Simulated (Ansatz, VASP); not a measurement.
**Two plane-wave programs on K**

POSCAR

```
K
1.0
   -2.6338615837      2.6338615837      2.6338615837
    2.6338615837     -2.6338615837      2.6338615837
    2.6338615837      2.6338615837     -2.6338615837
K
1
Direct
    0.0000000000      0.0000000000      0.0000000000
```

Contents of INCAR.step1:

```
PREC     = Accurate       # precision mode
ENCUT    = 520            # plane-wave cutoff, eV
ISMEAR   = -1             # smearing method
SIGMA    = 0.1            # smearing width, eV
LREAL    = F              # projectors in reciprocal space
LASPH    = T              # aspherical terms in the spheres
NELM     = 100            # most SCF steps
NBANDS   = 10             # bands
GGA      = PE             # functional
ALGO     = Normal         # electronic algorithm
EDIFF    = 1E-4           # SCF threshold, eV
LWAVE    = T              # write WAVECAR
LCHARG   = F              # write CHGCAR
```

INCAR.step2

```
PREC     = Accurate       # precision mode
ENCUT    = 520            # plane-wave cutoff, eV
EDIFF    = 1E-6           # SCF threshold, eV
ISMEAR   = -1             # smearing method
SIGMA    = 0.1            # smearing width, eV
LREAL    = F              # projectors in reciprocal space
LASPH    = T              # aspherical terms in the spheres
NELM     = 100            # most SCF steps
ALGO     = Normal         # electronic algorithm
ISIF     = 2              # what is computed and relaxed
LWAVE    = F              # write WAVECAR
LCHARG   = F              # write CHGCAR
METAGGA  = R2SCAN         # meta-GGA
LMIXTAU  = T            
NBANDS   = 10             # bands
ISTART   = 1
```

The input KPOINTS:

```
regular mesh
0
Gamma
  14 14 14
```

Input for Ansatz:

```yaml
crystal:
  lattice:
    - [-2.6338615837, 2.6338615837, 2.6338615837]
    - [2.6338615837, -2.6338615837, 2.6338615837]
    - [2.6338615837, 2.6338615837, -2.6338615837]
  atoms:
    - { symbol: K, position: [0.0, 0.0, 0.0] }
hamiltonian:
  xc: r2scan
  pseudopotentials:
    kind: paw
    azcp:
      K: "pseudopotentials/K.paw.azcp"
basis:
  ecutwfc: 500
  fft_grid_basis: typed
kpoints:
  mp_grid: { grid: [14, 14, 14], shift: [0, 0, 0] }
magnetization:
  spin_polarized: false
scf:
  occupations: { method: fermi_dirac, width: 0.1 }
output:
  stress: true
```

Alike in both runs: task single point; functional r2SCAN; k mesh 14 × 14 × 14; occupations fermi-dirac, width 0.1 eV; no spin polarisation.

|  | VASP | Ansatz |
| --- | --- | --- |
| version | VASP 6.6.1 | Ansatz 0.2.0 |
| potentials or method | VASP PAW PBE potentials, release 64 (K_sv), cutoff 520 eV | plane waves (500 eV) with PAW, scalar-relativistic |
| valence electrons in the cell | 9 | 9 |

|  | VASP | Ansatz | Ansatz less VASP |
| --- | --- | --- | --- |
| pressure (GPa) | 0.2 | 0.2 | +0.02 |

VASP's potentials were made for PBE, not for r2SCAN.
